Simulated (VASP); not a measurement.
Wanted: the native input for a VASP 6.6.1 run.

| Item | Value |
| --- | --- |
| Task | relaxation of cell and atoms |
| Functional | PBE |
| Potentials or basis | VASP PAW PBE potentials, release 64 (Be, Te, Se) |
| Cutoff | 600 eV |
| k mesh | 5 × 5 × 5 |
| Occupations | gaussian, width 0.15 eV |
| Spin | no spin polarisation |
| Dipole correction | no |
| Further INCAR settings | ALGO = Normal; EDIFF = 1e-06; IBRION = 2; EDIFFG = -0.08; NSW = 36; ISIF = 3 |

The structure of Be3TeSe2 lies in POSCAR:

```
Be3TeSe2
1.0
   -1.8500000000      1.8500000000      7.8500000000
    1.8500000000     -1.8500000000      7.8500000000
    1.8500000000      1.8500000000     -7.8500000000
Be Te Se
3 1 2
Direct
    0.7500000000      0.2500000000      0.5000000000
    0.0833300000      0.5833300000      0.5000000000
    0.4166700000      0.9166700000      0.5000000000
    0.0000000000      0.0000000000      0.0000000000
    0.6666700000      0.6666700000      0.0000000000
    0.3333300000      0.3333300000      0.0000000000
```

The input as run:

INCAR

```
SYSTEM = Be3TeSe2
PREC = Accurate ; ENCUT = 600
EDIFF = 1E-6 ; ISMEAR = 0
SIGMA = 0.15 ; LREAL = .False.
LASPH = .True. ; NELM = 80
ALGO = Normal ; ISIF = 3
LWAVE = .False. ; LCHARG = .False.
GGA = PE ; IBRION = 2
NSW = 36 ; EDIFFG = -0.08
```

KPOINTS

```
Automatic mesh
0
Gamma
  5 5 5
  0 0 0
```

Potentials or basis: VASP PAW PBE potentials, release 64 (Be, Te, Se).

The run is started by

```sh
$ cat potpaw_PBE.64/Be/POTCAR potpaw_PBE.64/Te/POTCAR potpaw_PBE.64/Se/POTCAR > POTCAR
$ mpirun -np 1 vasp_std > vasp.out
```

It gave:

```yaml
Relaxed_volume: 19.15 Å³/atom
Relaxed_cell: a = 8.432 Å, b = 8.432 Å, c = 8.432 Å, α = 154.01°, β = 154.01°, γ = 37.08°
Space_group_after_relaxing_to_0.05_Å: I-4m2 (No. 119)
Energy_gained_by_relaxing: 59.0 meV/atom
Ionic_steps: 7
Pressure_after_relaxing: 0.0 GPa
Largest_force_after_relaxing: 0.038 eV/Å
Band_gap_on_the_k_mesh: 2.18 eV, indirect (least direct gap 2.48 eV)
```

Caveat: the k points lie up to 0.47 Å⁻¹ apart in the final cell; spin-orbit coupling is left out, which moves the levels of the heavy elements; the relaxation stopped at a loose force limit of 0.08 eV/Å, so its end isn't a converged minimum.

It took 8.4 min on 1 thread of AMD EPYC 9R45 96-Core Processor (Zen 5), with other jobs on the host, peak memory 0.74 GiB.
